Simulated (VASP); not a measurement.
Write the native input for VASP 6.6.1 that does the following.

```yaml
Task: relaxation of the atoms
Functional: PBE
Potentials_or_basis: VASP PAW PBE potentials, release 64 (Ru_pv)
Cutoff: 520 eV
k_mesh: 14 × 14 × 1
Occupations: methfessel-paxton, width 0.1 eV
Spin: no spin polarisation
Dipole_correction: yes
Further_INCAR_settings: ALGO = Normal; EDIFF = 1e-06; IBRION = 2; EDIFFG = -0.01; NSW = 60
```

The structure of Ru lies in POSCAR:

```
Ru
1.0
    2.7211011480      0.0000000000      0.0000000000
    1.3605505740      2.3565427210      0.0000000000
    0.0000000000      0.0000000000     26.7324049820
Ru
6
Direct
    0.6666666667      0.6666666667      0.2992622626
    0.0000000000      0.0000000000      0.3795573576
    0.6666666667      0.6666666667      0.4598524525
    0.0000000000      0.0000000000      0.5401475475
    0.6666666667      0.6666666667      0.6204426424
    0.0000000000      0.0000000000      0.7007377374
```

The input as run:

INCAR

```
SYSTEM = Ru
PREC = Accurate ; ENCUT = 520
EDIFF = 1E-6 ; ISMEAR = 1
SIGMA = 0.1 ; LREAL = .FALSE.
LASPH = .TRUE. ; NELM = 80
ALGO = Normal ; ISIF = 2
LWAVE = .FALSE. ; LCHARG = .FALSE.
LDIPOL = .TRUE. ; IDIPOL = 3
DIPOL = 0.5 0.5 0.500 ; GGA = PE
IBRION = 2 ; NSW = 60
EDIFFG = -0.01 ; LUSENCCL = .FALSE.
```

KPOINTS

```
Automatic mesh
0
G
  14 14 1
  0 0 0
```

Potentials or basis: VASP PAW PBE potentials, release 64 (Ru_pv).

Run with:

```sh
$ cat potpaw_PBE.64/Ru_pv/POTCAR > POTCAR
$ mpirun -np 1 vasp_std > vasp.out
```

It gave:

* Energy gained by relaxing: 13.6 meV/atom
* Ionic steps: 12
* Band gap on the k mesh: zero (bands 42 and 43 overlap by 2.43 eV)

Run time: 17 min on 1 × NVIDIA H100 80GB with 1 thread of AMD EPYC 7R13 Processor (Zen 3), on a shared host, peak memory 1.4 GiB.
